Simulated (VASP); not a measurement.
Input of a VASP 6.6.1 run:

File INCAR:

```
  ALGO = Normal
  EDIFF = 1E-7
  EDIFFG = -0.01
  ENCUT = 600
  GGA = PE
  GGA_COMPAT = False
  IBRION = 2
  ISIF = 3
  ISMEAR = -1
  LASPH = True
  LCHARG = False
  LREAL = False
  LWAVE = False
  NELM = 120
  NELMIN = 4
  NSW = 80
  PREC = Accurate
  SIGMA = 0.1
```

KPOINTS

```
k-points
0
Gamma
  8 8 8
```

File POSCAR:

```
Cu3N
1.0
    3.8070000000      0.0000000000      0.0000000000
    0.0000000000      3.8070000000      0.0000000000
    0.0000000000      0.0000000000      3.8070000000
Cu N
3 1
Direct
    0.5000000000      0.0000000000      0.0000000000
    0.0000000000      0.5000000000      0.0000000000
    0.0000000000      0.0000000000      0.5000000000
    0.0000000000      0.0000000000      0.0000000000
```

Potentials or basis: VASP PAW PBE potentials, release 64 (Cu, N).

The run is started by

```bash
$ cat potpaw_PBE.64/Cu/POTCAR potpaw_PBE.64/N/POTCAR > POTCAR
$ mpirun -np 1 vasp_std > vasp.out
```

Q: What does it give for the band gap on the k mesh?

A: 0.26 eV (least direct gap 0.80 eV).

Q: Estimate the relaxed cell.

A: a = 3.833 Å, b = 3.833 Å, c = 3.833 Å, α = 90.00°, β = 90.00°, γ = 90.00°.

Q: Estimate the space group after relaxing (to 0.1 Å).

A: Pm-3m (No. 221).

Q: What does it give for the relaxed volume?

A: 14.08 Å³/atom.

Final structure:
```
CELL_PARAMETERS angstrom
3.83290 0.00000 0.00000
0.00000 3.83290 0.00000
0.00000 0.00000 3.83290
ATOMIC_POSITIONS crystal
Cu 0.50000 0.00000 0.00000
Cu 0.00000 0.50000 0.00000
Cu 0.00000 0.00000 0.50000
N 0.00000 0.00000 0.00000
```

A k mesh can miss the band edges. Zero-point motion and thermal expansion aren't in these numbers.
